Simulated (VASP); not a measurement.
# Al3B2Sb (P6mm) in VASP: a series of runs

Runs on Al3B2Sb. Level: PBE. Tasks: single point, relaxation of cell and atoms.

Everything below comes from runs of VASP 6.6.1. Logs are shortened: lines on timing, memory, paths and dates and some standing lists are left out, and cuts for length are marked.

## 1. The cell of the first run

Symmetry: P6mm, No. 183, hexagonal system. The conventional cell has a = 3.996 Å, b = 3.996 Å, c = 6.939 Å, α = 90.00°, β = 90.00°, γ = 120.00°. Within 2.6 Å of Al (site symmetry 2mm) lie 4 Al at 2.00 Å and 4 B at 2.07 to 2.31 Å. B (site symmetry 6mm) has 1 B at 1.70 Å and 1 Sb at 2.22 Å and 6 Al at 2.31 Å within 2.4 Å. B (site symmetry 6mm) has 1 B at 1.70 Å and 6 Al at 2.07 Å within 2.3 Å. Within 2.9 Å of Sb (site symmetry 6mm) lie 1 B at 2.22 Å.

The cell was built from a structure type or drawn by symmetry, and may not be a known phase.

## 2. Single point, PBE

File INCAR:

```
ALGO = Normal
EDIFF = 1E-6
ENCUT = 520
GGA = PE
ISIF = 2
ISMEAR = 0
LASPH = True
LCHARG = False
LREAL = False
LWAVE = False
NBANDS = 19
NELM = 80
PREC = Accurate
SIGMA = 0.1
```

File KPOINTS:

```
k-points
0
Gamma
  6 6 4
```

File POSCAR:

```
Al3B2Sb
1.0
    3.9963606000      0.0000000000      0.0000000000
   -1.9981803000      3.4609498000      0.0000000000
    0.0000000000      0.0000000000      6.9388197200
Al B Sb
3 2 1
Direct
    0.5000000000      0.0000000000      0.3712486300
    0.0000000000      0.5000000000      0.3712486300
    0.5000000000      0.5000000000      0.3712486300
    0.0000000000      0.0000000000      0.2053958400
    0.0000000000      0.0000000000      0.4500360900
    0.0000000000      0.0000000000      0.8855822400
```

Potentials or basis: VASP PAW PBE potentials, release 64 (Al, B, Sb).

Started as:

```sh
cat potpaw_PBE.64/Al/POTCAR potpaw_PBE.64/B/POTCAR potpaw_PBE.64/Sb/POTCAR > POTCAR
mpirun -np 1 vasp_std > vasp.out
```

OUTCAR:

```text
EDIFF = 1E-6
   ENCUT = 520
   GGA = PE
   ISIF = 2
   ISMEAR = 0
   LASPH = True
   LREAL = False
   NELM = 80
   PREC = Accurate

 ion  position               nearest neighbor table
   1  0.500  0.000  0.371-   2 2.00   3 2.00   3 2.00   2 2.00   5 2.07   5 2.07   4 2.31   4 2.31

   2  0.000  0.500  0.371-   1 2.00   1 2.00   3 2.00   3 2.00   5 2.07   5 2.07   4 2.31   4 2.31

   3  0.500  0.500  0.371-   1 2.00   1 2.00   2 2.00   2 2.00   5 2.07   5 2.07   4 2.31   4 2.31

   4  0.000  0.000  0.205-   5 1.70   6 2.22   2 2.31   3 2.31   2 2.31   3 2.31   1 2.31   1 2.31

   5  0.000  0.000  0.450-   4 1.70   3 2.07   2 2.07   2 2.07   3 2.07   1 2.07   1 2.07
   6  0.000  0.000  0.886-   4 2.22

  LATTYP: Found a hexagonal cell.
 ALAT       =     3.9963606000
 C/A-ratio  =     1.7362846886

  Lattice vectors:

 A1 = (   3.9963606000,   0.0000000000,   0.0000000000)
 A2 = (  -1.9981803000,   3.4609498000,   0.0000000000)
 A3 = (   0.0000000000,   0.0000000000,   6.9388197200)

Analysis of symmetry for initial positions (statically):
=====================================================================
 Subroutine PRICEL returns:
 Original cell was already a primitive cell.

 Routine SETGRP: Setting up the symmetry group for a
 hexagonal supercell.

 Subroutine GETGRP returns: Found 12 space group operations
 (whereof 12 operations were pure point group operations)
 out of a pool of 24 trial point group operations.

The static configuration has the point symmetry C_6v.

Analysis of symmetry for dynamics (positions and initial velocities):
=====================================================================
 Subroutine PRICEL returns:
 Original cell was already a primitive cell.

 Routine SETGRP: Setting up the symmetry group for a
 hexagonal supercell.

 Subroutine GETGRP returns: Found 12 space group operations
 (whereof 12 operations were pure point group operations)
 out of a pool of 24 trial point group operations.

The dynamic configuration has the point symmetry C_6v.

 Subroutine INISYM returns: Found 12 space group operations
 (whereof 12 operations are pure point group operations),
 and found     1 'primitive' translations

----------------------------------------------------------------------------------------

                                     Primitive cell

  volume of cell :      95.9722

  direct lattice vectors                    reciprocal lattice vectors
     3.996360600  0.000000000  0.000000000     0.250227670  0.144469013  0.000000000
    -1.998180300  3.460949800  0.000000000     0.000000000  0.288938025  0.000000000
     0.000000000  0.000000000  6.938819720     0.000000000  0.000000000  0.144116729

  length of vectors
     3.996360600  3.996360598  6.938819720     0.288938025  0.288938025  0.144116729

  position of ions in fractional coordinates (direct lattice)
     0.500000000  0.000000000  0.371248630
     0.000000000  0.500000000  0.371248630
     0.500000000  0.500000000  0.371248630
     0.000000000  0.000000000  0.205395840
     0.000000000  0.000000000  0.450036090
     0.000000000  0.000000000  0.885582240

  ion indices of the primitive-cell ions
   primitive index   ion index
                 1           1
                 2           2
                 3           3
                 4           4
                 5           5
                 6           6

----------------------------------------------------------------------------------------

 KPOINTS: k-points

Automatic generation of k-mesh.
 Grid dimensions read from file:
 generate k-points for:    6    6    4

 Generating k-lattice:

  Cartesian coordinates                     Fractional coordinates (reciprocal lattice)
     0.041704612  0.024078169  0.000000000     0.166666667  0.000000000  0.000000000
     0.000000000  0.048156338  0.000000000     0.000000000  0.166666667  0.000000000
     0.000000000  0.000000000  0.036029182     0.000000000  0.000000000  0.250000000

  Length of vectors
     0.048156337  0.048156338  0.036029182

  Shift w.r.t. Gamma in fractional coordinates (k-lattice)
     0.000000000  0.000000000  0.000000000

 Subroutine IBZKPT returns following result:
 ===========================================

 Found     21 irreducible k-points:

 Following reciprocal coordinates:
            Coordinates               Weight
  0.000000  0.000000  0.000000      1.000000
  0.166667 -0.000000  0.000000      6.000000
  0.333333 -0.000000  0.000000      6.000000
  0.500000 -0.000000  0.000000      3.000000
  0.166667  0.166667  0.000000      6.000000
  0.333333  0.166667  0.000000     12.000000
[... 13 lines left out ...]
  0.333333  0.166667  0.500000     12.000000
  0.333333  0.333333  0.500000      2.000000
   k-points           NKPTS =     21   k-points in BZ     NKDIM =     21   number of bands    NBANDS=     19
   number of dos      NEDOS =    301   number of ions     NIONS =      6
   total plane-waves  NPLWV =  48600
   dimension x,y,z NGX =    30 NGY =   30 NGZ =   54
   dimension x,y,z NGXF=    60 NGYF=   60 NGZF=  108
   ions per type =               3   2   1
   NGX,Y,Z   is equivalent  to a cutoff of  12.48, 12.48, 12.94 a.u.
   NGXF,Y,Z  is equivalent  to a cutoff of  24.96, 24.96, 25.88 a.u.
 SYSTEM =  unknown system
   PREC   = accura    normal or accurate (medium, high low for compatibility)
   ISTART =      0    job   : 0-new  1-cont  2-samecut
   ICHARG =      2    charge: 1-file 2-atom 10-const
   ISPIN  =      1    spin polarized calculation?
   LNONCOLLINEAR =      F non collinear calculations
   LSORBIT =      F    spin-orbit coupling
   LASPH  =      T    aspherical Exc in radial PAW
   ENCUT  =  520.0 eV  38.22 Ry    6.18 a.u.   7.43  7.43 12.90*2*pi/ulx,y,z
   NELM   =     80;   NELMIN=  2; NELMDL= -5     # of ELM steps
   EDIFF  = 0.1E-05   stopping-criterion for ELM
   LREAL  =      F    real-space projection
   EDIFFG = 0.1E-04   stopping-criterion for IOM
   NSW    =      0    number of steps for IOM
   IBRION =     -1    ionic relax: 0-MD 1-quasi-New 2-CG
   NFREE  =      0    steps in history (QN), initial steepest desc. (CG)
   ISIF   =      2    stress and relaxation
   ISYM   =      2    0-nonsym 1-usesym 2-fastsym
   POTIM  = 0.5000    time-step for ionic-motion
   TEBEG  =    0.0;   TEEND  =   0.0 temperature during run
   PSTRESS=    0.0 pullay stress
   NELECT =      20.0000    total number of electrons
   NUPDOWN=      -1.0000    fix difference up-down
   EMIN   =  10.00;   EMAX   =-10.00  energy-range for DOS
   EFERMI =   0.00;   METHOD = LEGACY
   ISMEAR =     0;   SIGMA  =   0.10  broadening in eV -4-tet -1-fermi 0-gaus
   EFERMI_NEDOS =   21; number of points for ismear=-14 and -15
   IALGO  =     38    algorithm
   IMIX   =      4    mixing-type and parameters
     AMIX     =   0.40;   BMIX     =  1.00
     AMIX_MAG =   1.60;   BMIX_MAG =  1.00
  volume/ion in A,a.u.               =      16.00       107.94
  Fermi-wavevector in a.u.,A,eV,Ry     =   0.970591  1.834151 12.817329  0.942047
  Thomas-Fermi vector in A             =   2.100739
   LORBIT       =      0    0 simple, 1 ext, 2 COOP (PROOUT), +10 PAW based schemes
   GGA     = PE    functional components
   LHFCALC =     F    Hartree Fock is set to
   AEXX    =    0.0000 exact exchange contribution
   IVDW    =     0    specifies the selected vdW correction
   LEPSILON=     F    determine dielectric tensor
   LRPA    =     F    only Hartree local field effects (RPA)
 non-spin polarized calculation
 Gauss-broadening in eV      SIGMA  =   0.10
  energy-cutoff  :      520.00
  volume of cell :       95.97
 maximum number of plane-waves:      2623
 NGX is ok and might be reduce to    30
   NGX = 15   NGY = 15   NGZ = 25

 number of electron      19.9999999 magnetization

 Free energy of the ion-electron system (eV)
  ---------------------------------------------------
  ext. energy  EPLUGINS =         0.00000000
  ---------------------------------------------------
  free energy    TOTEN  =       -14.36477454 eV

  energy without entropy =      -14.34385262  energy(sigma->0) =      -14.35431358

 E-fermi :   6.2722     XC(G=0):  -9.6697

 val. band max:        6.2312245990   @ k =   0.5000  -0.0000   0.0000
 cond. band min:       6.2741725618   @ k =   0.3333   0.1667   0.5000
 fundamental gap:      0.0429479628
 Fermi energy:         6.2722312667

 k-point     1 :       0.0000    0.0000    0.0000
  band No.  band energies     occupation
      1      -7.8632      2.00000
      2      -3.3056      2.00000
      3      -0.8793      2.00000
      4       1.0875      2.00000
      5       1.0875      2.00000
      6       2.1788      2.00000
[... 11 lines left out ...]
     18      11.7472      0.00000
     19      13.3337      0.00000

 k-point     2 :       0.1667   -0.0000    0.0000
  band No.  band energies     occupation
      1      -7.5818      2.00000
      2      -3.1050      2.00000
      3      -0.9139      2.00000
      4      -0.3021      2.00000
      5       0.8230      2.00000
      6       2.4698      2.00000
[... 11 lines left out ...]
     18      12.6160      0.00000
     19      14.1188      0.00000

 k-point     3 :       0.3333   -0.0000    0.0000
  band No.  band energies     occupation
      1      -6.8084      2.00000
      2      -2.7537      2.00000
      3      -2.5785      2.00000
      4       0.1539      2.00000
      5       0.3825      2.00000
      6       1.5864      2.00000
[... 11 lines left out ...]
     18      13.0382      0.00000
     19      14.0544      0.00000

 k-point     4 :       0.5000   -0.0000    0.0000
  band No.  band energies     occupation
      1      -6.1288      2.00000
      2      -3.8330      2.00000
      3      -2.3199      2.00000
      4       0.1929      2.00000
      5       0.6663      2.00000
      6       1.3665      2.00000
[... 11 lines left out ...]
     18      13.4932      0.00000
     19      14.4492      0.00000

 k-point     5 :       0.1667    0.1667    0.0000
  band No.  band energies     occupation
      1      -7.0497      2.00000
      2      -2.7646      2.00000
      3      -1.9624      2.00000
      4      -0.4271      2.00000
      5      -0.0132      2.00000
      6       2.9497      2.00000
[... 11 lines left out ...]
     18      13.2745      0.00000
     19      13.8277      0.00000

 k-point     6 :       0.3333    0.1667    0.0000
  band No.  band energies     occupation
      1      -6.2115      2.00000
      2      -3.3129      2.00000
      3      -2.3294      2.00000
      4      -1.3566      2.00000
      5       0.7330      2.00000
      6       3.0921      2.00000
[... 11 lines left out ...]
     18      13.7975      0.00000
     19      13.9053      0.00000

 k-point     7 :       0.3333    0.3333    0.0000
  band No.  band energies     occupation
      1      -5.8256      2.00000
      2      -2.9087      2.00000
      3      -2.9087      2.00000
      4      -2.1750      2.00000
      5       1.0933      2.00000
      6       3.6420      2.00000
[... 11 lines left out ...]
     18      13.8728      0.00000
     19      14.3083      0.00000

 k-point     8 :       0.0000    0.0000    0.2500
  band No.  band energies     occupation
      1      -7.8517      2.00000
      2      -3.5148      2.00000
      3      -0.2968      2.00000
      4       1.0945      2.00000
      5       1.0945      2.00000
      6       2.1303      2.00000
[... 190 lines left out ...]
 k-point    17 :       0.3333   -0.0000    0.5000
  band No.  band energies     occupation
      1      -6.7841      2.00000
      2      -2.9844      2.00000
      3      -2.6482      2.00000
      4       0.3980      2.00000
      5       1.3028      2.00000
      6       1.8319      2.00000
[... 11 lines left out ...]
     18      12.8576      0.00000
     19      13.5521      0.00000

 k-point    18 :       0.5000   -0.0000    0.5000
  band No.  band energies     occupation
      1      -6.1025      2.00000
      2      -3.8204      2.00000
      3      -2.6024      2.00000
      4       0.2089      2.00000
      5       1.1348      2.00000
      6       2.2357      2.00000
[... 11 lines left out ...]
     18      13.6816      0.00000
     19      14.1128      0.00000

 k-point    19 :       0.1667    0.1667    0.5000
  band No.  band energies     occupation
      1      -7.0257      2.00000
      2      -3.1048      2.00000
      3      -1.9244      2.00000
      4      -0.4147      2.00000
      5       1.3974      2.00000
      6       2.7467      2.00000
[... 11 lines left out ...]
     18      12.4801      0.00000
     19      14.0263      0.00000

 k-point    20 :       0.3333    0.1667    0.5000
  band No.  band energies     occupation
      1      -6.1859      2.00000
      2      -3.3032      2.00000
      3      -2.6105      2.00000
      4      -1.3409      2.00000
      5       2.0973      2.00000
      6       2.8673      2.00000
[... 11 lines left out ...]
     18      13.4946      0.00000
     19      14.4875      0.00000

 k-point    21 :       0.3333    0.3333    0.5000
  band No.  band energies     occupation
      1      -5.7988      2.00000
      2      -2.8964      2.00000
      3      -2.8964      2.00000
      4      -2.4385      2.00000
      5       2.7503      2.00000
      6       3.1192      2.00000
[... 11 lines left out ...]
     18      14.1447      0.00000
     19      14.3688      0.00000

------------------------ aborting loop because EDIFF is reached ----------------------------------------

  FORCE on cell =-STRESS in cart. coord.  units (eV):
  Direction    XX          YY          ZZ          XY          YZ          ZX
  --------------------------------------------------------------------------------------
  -------------------------------------------------------------------------------------
  Total       47.2083867     47.2083866      2.3740419      0.0000000     -0.0000000      0.0000000
  in kB      788.1051560    788.1051550     39.6326746      0.0000000     -0.0000000      0.0000000
  external PRESSURE =     538.6143285 kB  Pullay stress =       0.0000000 kB

 VOLUME and BASIS-vectors are now :
 -----------------------------------------------------------------------------
  energy-cutoff  :      520.00
  volume of cell :       95.97
      direct lattice vectors                 reciprocal lattice vectors
     3.996360600  0.000000000  0.000000000     0.250227670  0.144469013  0.000000000
    -1.998180300  3.460949800  0.000000000     0.000000000  0.288938025  0.000000000
     0.000000000  0.000000000  6.938819720     0.000000000  0.000000000  0.144116729

 POSITION                                       TOTAL-FORCE (eV/Angst)
 -----------------------------------------------------------------------------------
      1.99818      0.00000      2.57603        -0.000000      0.000000     -0.334840
     -0.99909      1.73047      2.57603         0.000000     -0.000000     -0.334840
      0.99909      1.73047      2.57603         0.000000     -0.000000     -0.334840
      0.00000      0.00000      1.42520         0.000000     -0.000000     -1.596683
      0.00000      0.00000      3.12272        -0.000000     -0.000000      1.847569
      0.00000      0.00000      6.14490        -0.000000      0.000000      0.753634
 -----------------------------------------------------------------------------------
    total drift:                               -0.000000     -0.000000      0.000290

  FREE ENERGIE OF THE ION-ELECTRON SYSTEM (eV)
  ---------------------------------------------------
  free  energy   TOTEN  =       -14.3647745381 eV

  energy  without entropy=      -14.3438526202  energy(sigma->0) =      -14.35431358
```

Wall time 32 s (1 thread of Intel Xeon Platinum 8124M at 3.00GHz (Skylake/Cascade Lake), shared host); peak memory 0.23 GiB.

What came out:

```yaml
Free_energy: -14.3648 eV
Pressure: 53.9 GPa
Largest_force: 1.848 eV/Å
Band_gap_on_the_k_mesh: zero (bands 10 and 11 overlap by 1.94 eV)
```

Forces on the atoms (eV/Å):
```
Al   0.000  0.000 -0.335
Al   0.000  0.000 -0.335
Al   0.000  0.000 -0.335
B    0.000  0.000 -1.597
B    0.000  0.000  1.848
Sb   0.000  0.000  0.754
```

Levels at points of the mesh, in eV from the Fermi level:
| k point | band 8 | band 9 | band 10 | band 11 | band 12 | band 13 |
| --- | --- | --- | --- | --- | --- | --- |
| (0.00, 0.00, 0.00) | -1.08 | 0.82 | 0.82 | 1.44 | 1.44 | 1.59 |
| (0.50, 0.00, 0.00) | -2.18 | -0.56 | -0.04 | 1.16 | 1.41 | 2.01 |
| (0.00, 0.00, 0.50) | -2.95 | 0.45 | 0.45 | 1.45 | 1.45 | 3.20 |
| (0.50, 0.00, 0.50) | -3.04 | -1.01 | -0.50 | 1.14 | 2.03 | 2.27 |

Caveat: the cell stands under pressure; spin-orbit coupling is left out, which moves the levels of the heavy elements; this functional lacks dispersion, which binds the layers, so the pressure and a relaxed spacing across them are unreliable; forces of over 1 eV/Å act on the atoms, so gaps and moduli don't describe the material at rest.

(Continued in part 2 of 2.)
